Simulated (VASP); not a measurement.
Input of a VASP 6.6.1 run:

Contents of INCAR:

```
SYSTEM = MgF2
PREC     = Accurate       ! precision mode
ENCUT    = 600            ! plane-wave cutoff, eV
EDIFF    = 1E-6           ! SCF threshold, eV
ISMEAR   = -1             ! smearing method
SIGMA    = 0.02           ! smearing width, eV
LREAL    = .FALSE.        ! projectors in reciprocal space
LASPH    = .TRUE.         ! aspherical terms in the spheres
NELM     = 120            ! most SCF steps
ALGO     = Normal         ! electronic algorithm
ISIF     = 2              ! what is computed and relaxed
LWAVE    = .FALSE.        ! write WAVECAR
LCHARG   = .TRUE.         ! write CHGCAR
GGA      = PS             ! functional
LELF     = .TRUE.         ! ELF
LVHAR    = .TRUE.       
NBANDS   = 25             ! bands
GGA_COMPAT= .FALSE.
```

Contents of KPOINTS:

```
Automatic mesh
0
G
  6 6 8
  0 0 0
```

File POSCAR:

```
MgF2
1.0
    4.6391570690      0.0000000000      0.0000000000
    0.0000000000      4.6391570690      0.0000000000
    0.0000000000      0.0000000000      3.0625195788
Mg F
2 4
Direct
    0.0000000000      0.0000000000      0.0000000000
    0.5000000000      0.5000000000      0.5000000000
    0.3033964867      0.3033964867      0.0000000000
    0.1966035133      0.8033964867      0.5000000000
    0.6966035133      0.6966035133      0.0000000000
    0.8033964867      0.1966035133      0.5000000000
```

Potentials or basis: VASP PAW PBE potentials, release 64 (Mg, F).

The run is started by

```console
$ cat potpaw_PBE.64/Mg/POTCAR potpaw_PBE.64/F/POTCAR > POTCAR
$ mpirun -np 1 vasp_std > vasp.out
```

(1) What does it give for the pressure?

(2) Predict the band gap on the k mesh.

Answers

(1) -1.0 GPa.

(2) 6.86 eV.

Caveat: the PAW data sets were made with another functional, which shifts forces and pressure a little.
